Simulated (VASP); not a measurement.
# TiC (Fm-3m) in VASP: further runs

The runs below take TiC through electric field gradients, with PBEsol.

All numbers are computed with VASP 6.6.1; they aren't measurements. Logs are shortened: lines on timing, memory, paths and dates and some standing lists are left out, and cuts for length are marked.

### Step 1. The cell of the first run

It takes space group Fm-3m (No. 225, cubic). The conventional cell has a = 4.342 Å, b = 4.342 Å, c = 4.342 Å, α = 90.00°, β = 90.00°, γ = 90.00°. Ti (site symmetry m-3m) has 6 C at 2.17 Å within 2.9 Å. Within 2.9 Å of C (site symmetry m-3m) lie 6 Ti at 2.17 Å.

### Step 2. Electric field gradients, PBEsol (10.24 Å³/atom)

The input, INCAR:

```
PREC = Accurate
ENCUT = 520
EDIFF = 1E-8
ISMEAR = -1
SIGMA = 0.03
LREAL = F
LASPH = T
NELM = 60
ALGO = Normal
ISIF = 2
LWAVE = F
LCHARG = F
GGA = PS
LEFG = T
NBANDS = 15
```

The input, KPOINTS:

```
Automatic mesh
0
Gamma
  16 16 16
```

The input, POSCAR:

```
TiC
1.0
    0.0000000000      2.1711894216      2.1711894216
    2.1711894216      0.0000000000      2.1711894216
    2.1711894216      2.1711894216      0.0000000000
Ti C
1 1
Direct
    0.0000000000      0.0000000000      0.0000000000
    0.5000000000      0.5000000000      0.5000000000
```

Potentials or basis: VASP PAW PBE potentials, release 64 (Ti_sv, C).

Run with:

```bash
$ cat potpaw_PBE.64/Ti_sv/POTCAR potpaw_PBE.64/C/POTCAR > POTCAR
$ mpirun -np 1 vasp_std > vasp.out
```

OUTCAR:

```text
PREC = Accurate
   ENCUT = 520
   EDIFF = 1E-8
   ISMEAR = -1
   LREAL = F
   LASPH = T
   NELM = 60
   ISIF = 2
   GGA = PS

 ion  position               nearest neighbor table
   1  0.000  0.000  0.000-   2 2.17   2 2.17   2 2.17   2 2.17   2 2.17   2 2.17
   2  0.500  0.500  0.500-   1 2.17   1 2.17   1 2.17   1 2.17   1 2.17   1 2.17

  LATTYP: Found a face centered cubic cell.
 ALAT       =     4.3423788432

  Lattice vectors:

 A1 = (   0.0000000000,   2.1711894216,   2.1711894216)
 A2 = (   2.1711894216,   0.0000000000,   2.1711894216)
 A3 = (   2.1711894216,   2.1711894216,   0.0000000000)

Analysis of symmetry for initial positions (statically):
=====================================================================
 Subroutine PRICEL returns:
 Original cell was already a primitive cell.

 Routine SETGRP: Setting up the symmetry group for a
 face centered cubic supercell.

 Subroutine GETGRP returns: Found 48 space group operations
 (whereof 48 operations were pure point group operations)
 out of a pool of 48 trial point group operations.

The static configuration has the point symmetry O_h .

Analysis of symmetry for dynamics (positions and initial velocities):
=====================================================================
 Subroutine PRICEL returns:
 Original cell was already a primitive cell.

 Routine SETGRP: Setting up the symmetry group for a
 face centered cubic supercell.

 Subroutine GETGRP returns: Found 48 space group operations
 (whereof 48 operations were pure point group operations)
 out of a pool of 48 trial point group operations.

The dynamic configuration has the point symmetry O_h .

 Subroutine INISYM returns: Found 48 space group operations
 (whereof 48 operations are pure point group operations),
 and found     1 'primitive' translations

----------------------------------------------------------------------------------------

                                     Primitive cell

  volume of cell :      20.4702

  direct lattice vectors                    reciprocal lattice vectors
     0.000000000  2.171189422  2.171189422    -0.230288521  0.230288521  0.230288521
     2.171189422  0.000000000  2.171189422     0.230288521 -0.230288521  0.230288521
     2.171189422  2.171189422  0.000000000     0.230288521  0.230288521 -0.230288521

  length of vectors
     3.070525527  3.070525527  3.070525527     0.398871418  0.398871418  0.398871418

[... 127 lines left out ...]
 E-fermi :   9.1987     XC(G=0): -12.8210

 val. band max:        9.1953000130   @ k =  -0.0625   0.0625   0.0000
 cond. band min:       9.1991278606   @ k =   0.1250   0.1250   0.0000
 fundamental gap:      0.0038278476
 Fermi energy:         9.1987212461

 k-point     1 :       0.0000    0.0000    0.0000
  band No.  band energies     occupation
      1     -47.1389      2.00000
      2     -23.2693      2.00000
      3     -23.2693      2.00000
      4     -23.2693      2.00000
      5      -3.1197      2.00000
      6       9.8740      0.00000
      7       9.8740      0.00000
      8       9.8740      0.00000
      9      10.9067      0.00000
     10      10.9067      0.00000
     11      10.9067      0.00000
     12      10.9228      0.00000
     13      10.9228      0.00000
     14      19.5771      0.00000
[... 401 lines left out ...]
      2     -23.3157      2.00000
      3     -23.2822      2.00000
      4     -23.2705      2.00000
      5      -2.8869      2.00000
      6       8.9935      1.99786
      7       9.1698      1.44796
      8       9.1953      1.05696
      9       9.9846      0.00000
     10      10.5766      0.00000
     11      11.4808      0.00000
     12      12.0334      0.00000
     13      12.8974      0.00000
     14      19.9846      0.00000
     15      23.1870      0.00000

 [... further k-points ...]
[... 5 lines left out ...]
  --------------------------------------------------------------------------------------
  -------------------------------------------------------------------------------------
  Total       -1.0533927     -1.0533927     -1.0533927     -0.0000000      0.0000000      0.0000000
  in kB      -82.4475512    -82.4475512    -82.4475512     -0.0000000      0.0000000      0.0000000
  external PRESSURE =     -82.4475512 kB  Pullay stress =       0.0000000 kB

 VOLUME and BASIS-vectors are now :
 -----------------------------------------------------------------------------
  energy-cutoff  :      520.00
  volume of cell :       20.47
      direct lattice vectors                 reciprocal lattice vectors
     0.000000000  2.171189422  2.171189422    -0.230288521  0.230288521  0.230288521
     2.171189422  0.000000000  2.171189422     0.230288521 -0.230288521  0.230288521
     2.171189422  2.171189422  0.000000000     0.230288521  0.230288521 -0.230288521

 POSITION                                       TOTAL-FORCE (eV/Angst)
 -----------------------------------------------------------------------------------
      0.00000      0.00000      0.00000         0.000000      0.000000     -0.000000
      2.17119      2.17119      2.17119         0.000000      0.000000      0.000000
 -----------------------------------------------------------------------------------
    total drift:                                0.000000     -0.000000     -0.000000

  FREE ENERGIE OF THE ION-ELECTRON SYSTEM (eV)
  ---------------------------------------------------
  free  energy   TOTEN  =       -19.7846149300 eV

  energy  without entropy=      -19.7832776850  energy(sigma->0) =      -19.78394631

 Electric field gradients (V/A^2)
---------------------------------------------------------------------
 ion       V_xx      V_yy      V_zz      V_xy      V_xz      V_yz
---------------------------------------------------------------------
   1       0.000     0.000     0.000     0.000     0.000     0.000
   2      -0.000    -0.000    -0.000     0.000     0.000     0.000
---------------------------------------------------------------------

 Electric field gradients after diagonalization (V/A^2)
 (convention: |V_zz| > |V_xx| > |V_yy|)
----------------------------------------------------------------------
 ion       V_xx      V_yy      V_zz     asymmetry (V_yy - V_xx)/ V_zz
----------------------------------------------------------------------
   1      -0.000    -0.000     0.000       0.000
   2      -0.000    -0.000     0.000       0.000
----------------------------------------------------------------------

           NMR quadrupolar parameters

 Cq : quadrupolar parameter    Cq=e*Q*V_zz/h
 eta: asymmetry parameters     (V_yy - V_xx)/ V_zz
 Q  : nuclear electric quadrupole moment in mb (millibarn)
----------------------------------------------------------------------
 ion       Cq(MHz)       eta       Q (mb)
----------------------------------------------------------------------
   1       0.000       0.000       1.000
   2       0.000       0.000       1.000
----------------------------------------------------------------------
```

OSZICAR:

```text
N       E                     dE             d eps       ncg     rms          rms(c)
DAV:   1     0.116889676989E+03    0.11689E+03   -0.79328E+03  4350   0.127E+03
DAV:   2    -0.175111753788E+02   -0.13440E+03   -0.12617E+03  4679   0.335E+02
DAV:   3    -0.249752493914E+02   -0.74641E+01   -0.73517E+01  5577   0.770E+01
DAV:   4    -0.252270952588E+02   -0.25185E+00   -0.25157E+00  5547   0.129E+01
DAV:   5    -0.252330831848E+02   -0.59879E-02   -0.59874E-02  5581   0.178E+00    0.182E+01
DAV:   6    -0.203963728288E+02    0.48367E+01   -0.11285E+01  6168   0.559E+01    0.675E+00
DAV:   7    -0.198326041565E+02    0.56377E+00   -0.20125E+00  5098   0.200E+01    0.491E+00
DAV:   8    -0.198018753755E+02    0.30729E-01   -0.11010E-01  5009   0.354E+00    0.328E+00
DAV:   9    -0.197891044031E+02    0.12771E-01   -0.10262E-01  5627   0.426E+00    0.819E-01
DAV:  10    -0.197873333090E+02    0.17711E-02   -0.11754E-02  5798   0.144E+00    0.709E-01
DAV:  11    -0.197847556662E+02    0.25776E-02   -0.38515E-03  5050   0.870E-01    0.190E-01
DAV:  12    -0.197846288139E+02    0.12685E-03   -0.33019E-04  5534   0.211E-01    0.523E-02
DAV:  13    -0.197846152673E+02    0.13547E-04   -0.55997E-05  5050   0.615E-02    0.674E-03
DAV:  14    -0.197846151555E+02    0.11177E-06   -0.14899E-06  5015   0.121E-02    0.496E-03
DAV:  15    -0.197846148390E+02    0.31659E-06   -0.51165E-07  5204   0.124E-02    0.297E-03
DAV:  16    -0.197846149086E+02   -0.69657E-07   -0.11597E-07  4875   0.506E-03    0.797E-04
DAV:  17    -0.197846149382E+02   -0.29572E-07   -0.76632E-09  4238   0.831E-04    0.176E-04
DAV:  18    -0.197846149300E+02    0.81764E-08   -0.66350E-10  2567   0.238E-04
   1 F= -.19784615E+02 E0= -.19783946E+02  d E =-.133724E-02
```

Wall time 61 s (1 thread of Intel Xeon 8259CL, shared host); peak memory 0.17 GiB.

Results:

* Free energy: -19.7846 eV
* Pressure: -8.2 GPa
* Band gap on the k mesh: zero (bands 8 and 9 overlap by 1.07 eV)
* Largest electric field gradient by atom: zero within the noise of the run

Caveat: the cell stands under tension; the PAW data sets were made with another functional, which shifts forces and pressure a little.

### Step 3. Electric field gradients, PBEsol (10.24 Å³/atom)

The input, INCAR:

```
SYSTEM = TiC
ALGO = Normal
EDIFF = 1E-8
ENCUT = 520
GGA = PS
ISIF = 2
ISMEAR = -1
LASPH = .True.
LCHARG = .False.
LEFG = .True.
LREAL = .False.
LWAVE = .False.
NBANDS = 15
NELM = 100
PREC = Accurate
SIGMA = 0.03
```

The input, KPOINTS:

```
k-points
0
Gamma
  16 16 16
  0 0 0
```

POSCAR is that of step 2.

Potentials or basis: VASP PAW PBE potentials, release 64 (Ti_sv, C).

Run with:

```bash
$ cat potpaw_PBE.64/Ti_sv/POTCAR potpaw_PBE.64/C/POTCAR > POTCAR
$ mpirun -np 1 vasp_std > vasp.out
```

OUTCAR:

```text
SYSTEM = TiC
   EDIFF = 1E-8
   ENCUT = 520
   GGA = PS
   ISIF = 2
   ISMEAR = -1
   LASPH = .True.
   LREAL = .False.
   NELM = 100
   PREC = Accurate

 ion  position               nearest neighbor table
   1  0.000  0.000  0.000-   2 2.17   2 2.17   2 2.17   2 2.17   2 2.17   2 2.17
   2  0.500  0.500  0.500-   1 2.17   1 2.17   1 2.17   1 2.17   1 2.17   1 2.17

  LATTYP: Found a face centered cubic cell.
 ALAT       =     4.3423788432

  Lattice vectors:

 A1 = (   0.0000000000,   2.1711894216,   2.1711894216)
[... 644 lines left out ...]
  ---------------------------------------------------
  free  energy   TOTEN  =       -19.7846149300 eV

  energy  without entropy=      -19.7832776850  energy(sigma->0) =      -19.78394631

 Electric field gradients (V/A^2)
---------------------------------------------------------------------
 ion       V_xx      V_yy      V_zz      V_xy      V_xz      V_yz
---------------------------------------------------------------------
   1       0.000     0.000     0.000     0.000     0.000     0.000
   2      -0.000    -0.000    -0.000     0.000     0.000     0.000
---------------------------------------------------------------------

 Electric field gradients after diagonalization (V/A^2)
 (convention: |V_zz| > |V_xx| > |V_yy|)
----------------------------------------------------------------------
 ion       V_xx      V_yy      V_zz     asymmetry (V_yy - V_xx)/ V_zz
----------------------------------------------------------------------
   1      -0.000    -0.000     0.000       0.000
   2      -0.000    -0.000     0.000       0.000
----------------------------------------------------------------------

           NMR quadrupolar parameters

 Cq : quadrupolar parameter    Cq=e*Q*V_zz/h
 eta: asymmetry parameters     (V_yy - V_xx)/ V_zz
 Q  : nuclear electric quadrupole moment in mb (millibarn)
----------------------------------------------------------------------
 ion       Cq(MHz)       eta       Q (mb)
----------------------------------------------------------------------
   1       0.000       0.000       1.000
   2       0.000       0.000       1.000
----------------------------------------------------------------------
```

stdout:

```text
POSCAR found type information on POSCAR TiC
 POSCAR found :  2 types and       2 ions
 scaLAPACK will be used
 -----------------------------------------------------------------------------
|                                                                             |
|                                                                             |
|     You enforced a specific xc type in the INCAR file but a different       |
|     I HOPE YOU KNOW WHAT YOU ARE DOING!                                     |
|                                                                             |
 -----------------------------------------------------------------------------

 LDA part: xc-table for (Slater+PW92), standard interpolation
 POSCAR, INCAR and KPOINTS ok, starting setup
 FFT: planning ... GRIDC
 FFT: planning ... GRID_SOFT
 FFT: planning ... GRID
 WAVECAR not read
 entering main loop
ion   1

ion   2
```

Run time: 65 s. Hardware: 1 thread of Intel Xeon 8259CL, shared host; peak memory 0.17 GiB.

Results:

* Free energy: -19.7846 eV
* Pressure: -8.2 GPa
* Band gap on the k mesh: zero (bands 8 and 9 overlap by 1.07 eV)
* Largest electric field gradient by atom: zero within the noise of the run

Levels at points of the mesh, in eV from the Fermi level:
| k point | band 4 | band 5 | band 6 | band 7 | band 8 | band 9 | band 10 | band 11 | band 12 | band 13 |
| --- | --- | --- | --- | --- | --- | --- | --- | --- | --- | --- |
| (0.00, 0.00, 0.00) | -32.47 | -12.32 | 0.68 | 0.68 | 0.68 | 1.71 | 1.71 | 1.71 | 1.72 | 1.72 |
| (0.50, 0.00, 0.00) | -32.52 | -8.83 | -5.83 | -2.86 | -2.86 | 2.90 | 2.90 | 4.08 | 8.13 | 8.16 |
| (0.50, 0.50, 0.00) | -32.64 | -10.02 | -3.42 | -1.63 | -0.02 | -0.02 | 2.72 | 3.50 | 3.50 | 5.80 |

Caveat: the cell stands under tension; the PAW data sets were made with another functional, which shifts forces and pressure a little.

(Part 1 of 2 ends here.)
